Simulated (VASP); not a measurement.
Wanted: the native input for a VASP 6.6.1 run.

| Property | Result |
| --- | --- |
| Task | single point |
| Functional | PBE |
| Potentials or basis | VASP PAW PBE potentials, release 64 (Mn_pv, C) |
| Cutoff | 520 eV |
| k mesh | 8 × 4 × 2 |
| Occupations | gaussian, width 0.2 eV |
| Spin | no spin polarisation |
| Dipole correction | no |
| Further INCAR settings | ALGO = Normal; EDIFF = 1e-07; NBANDS = 54 |

The structure of MnC2 lies in POSCAR:

```
MnC2
1.0
    1.5030726914     -2.6035765544      0.0000000000
    4.5092180742      2.6035765544      0.0000000000
    0.0000000000      0.0000000000     11.7135202121
Mn C
4 8
Direct
    0.8752065552      0.0415978149      0.7500000000
    0.3752065552      0.5415978149      0.7500000000
    0.6247934448      0.4584021851      0.2500000000
    0.1247934448      0.9584021851      0.2500000000
    0.6247996474      0.1250667842      0.1830250766
    0.1247996474      0.6250667842      0.1830250766
    0.6247996474      0.1250667842      0.3169749234
    0.1247996474      0.6250667842      0.3169749234
    0.8752003526      0.3749332158      0.8169749234
    0.3752003526      0.8749332158      0.8169749234
    0.8752003526      0.3749332158      0.6830250766
    0.3752003526      0.8749332158      0.6830250766
```

One way to write it, as run:

INCAR

```
ALGO = Normal
EDIFF = 1E-7
ENCUT = 520
GGA = PE
ISIF = 2
ISMEAR = 0
LASPH = T
LCHARG = T
LELF = T
LREAL = F
LVHAR = T
LWAVE = F
NBANDS = 54
NELM = 60
PREC = Accurate
SIGMA = 0.2
```

KPOINTS

```
k-points
0
Gamma
  8 4 2
```

Potentials or basis: VASP PAW PBE potentials, release 64 (Mn_pv, C).

The run is started by

```sh
$ cat potpaw_PBE.64/Mn_pv/POTCAR potpaw_PBE.64/C/POTCAR > POTCAR
$ mpirun -np 1 vasp_std > vasp.out
```

Results of the run:

- Pressure: 0.4 GPa
- Largest force: 0.190 eV/Å
- Band gap on the k mesh: zero (bands 42 and 43 overlap by 1.79 eV)

Caveat: the run has no spin polarisation, though such a crystal can be magnetic.

Run time: 4.4 min on 1 thread of Intel(R) Xeon(R) Platinum 8488C (Sapphire Rapids), with other jobs on the host, peak memory 0.44 GiB.
